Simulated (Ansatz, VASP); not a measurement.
# BP in VASP and in Ansatz

File INCAR:

```
SYSTEM = BP
PREC = Accurate
ENCUT = 520
EDIFF = 1E-6
ISMEAR = -1
SIGMA = 0.08
LREAL = .FALSE.
LASPH = .TRUE.
NELM = 60
ALGO = Normal
ISIF = 2
LWAVE = .FALSE.
LCHARG = .FALSE.
NBANDS = 11
```

File KPOINTS:

```
Automatic mesh
0
G
  12 12 12
  0 0 0
```

POSCAR

```
BP
1.0
    0.0000000000      2.3143800000      2.2690000000
    2.3143800000      0.0000000000      2.2690000000
    2.3143800000      2.3143800000      0.0000000000
B P
1 1
Direct
    0.0000000000      0.0000000000      0.0000000000
    0.7500000000      0.7500000000      0.7500000000
```

Input for Ansatz:

```yaml
crystal:
  lattice:
    - [0.0, 2.31438, 2.269]
    - [2.31438, 0.0, 2.269]
    - [2.31438, 2.31438, 0.0]
  atoms:
    - { symbol: B, position: [0.0, 0.0, 0.0] }
    - { symbol: P, position: [0.75, 0.75, 0.75] }
kpoints:
  mp_grid: { grid: [12, 12, 12] }
  band_path:
    path:
      - [0.0, 0.0, 0.0]
      - [0.0, 0.5, 0.5]
      - [0.25, 0.75, 0.5]
      - [0.0, 0.5, 0.0]
      - [0.0, 0.0, 0.0]
      - [0.5, 0.5, 0.0]
      - [0.38005, 0.61995, 0.0]
      - [-0.38005, 0.38005, 0.0]
      - [0.0, 0.0, 0.0]
    npoints: 5
scf:
  occupations: { method: fermi_dirac, width: 0.08 }
hamiltonian:
  xc: lda
  pseudopotentials: { kind: all_electron, lapw: { basis_error: 0.0005 } }
output:
  forces: true
  stress: true
  eigenvalues: true
```

Change from the starting cell: equal xx and yy strain of +2 %.

Alike in both runs: task single point; functional LDA; k mesh 12 × 12 × 12; occupations fermi-dirac, width 0.08 eV; no spin polarisation.

|  | VASP | Ansatz |
| --- | --- | --- |
| version | VASP 6.6.1 | Ansatz 0.2.0 |
| potentials or method | VASP PAW LDA potentials, release 64 (B, P), cutoff 520 eV | all-electron LAPW, scalar-relativistic |

Ansatz gave:

```
pressure (GPa)                                                : -10.9
traceless stress, the component that is largest in VASP (GPa) : 3.32
```

Problem. What did VASP give for the same quantities?

Solution. Pressure (GPa): -11.0; traceless stress, the component that is largest in VASP (GPa): 3.32.

LDA's correlation is that of Perdew and Zunger in VASP and of Perdew and Wang (1992) in Ansatz. Ansatz ran all-electron here, and VASP with PAW potentials.
